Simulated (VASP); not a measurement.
A run of VASP 6.6.1 is set up as follows.

Contents of INCAR:

```
ALGO = Normal
EDIFF = 1E-6
ENCUT = 600
GGA_COMPAT = F
ISIF = 2
ISMEAR = 0
LASPH = T
LCHARG = T
LELF = T
LREAL = F
LVHAR = T
LWAVE = F
NBANDS = 11
NELM = 120
PREC = Accurate
SIGMA = 0.01
```

File KPOINTS:

```
k-points
0
Gamma
  4 4 4
```

The input POSCAR:

```
MgS
1.0
    0.0000000000      2.8308747668      2.8308747668
    2.8308747668      0.0000000000      2.8308747668
    2.8308747668      2.8308747668      0.0000000000
Mg S
1 1
Direct
    0.0000000000      0.0000000000      0.0000000000
    0.7500000000      0.7500000000      0.7500000000
```

Potentials or basis: VASP PAW LDA potentials, release 64 (Mg, S).

Launch:

```bash
$ cat potpaw_LDA.64/Mg/POTCAR potpaw_LDA.64/S/POTCAR > POTCAR
$ mpirun -np 1 vasp_std > vasp.out
```

(1) What does it give for the pressure?

(2) Predict the band gap on the k mesh.

## Answers

(1) -2.3 GPa.

(2) 3.19 eV, direct.

Caveat: the k points lie up to 0.48 Å⁻¹ apart.
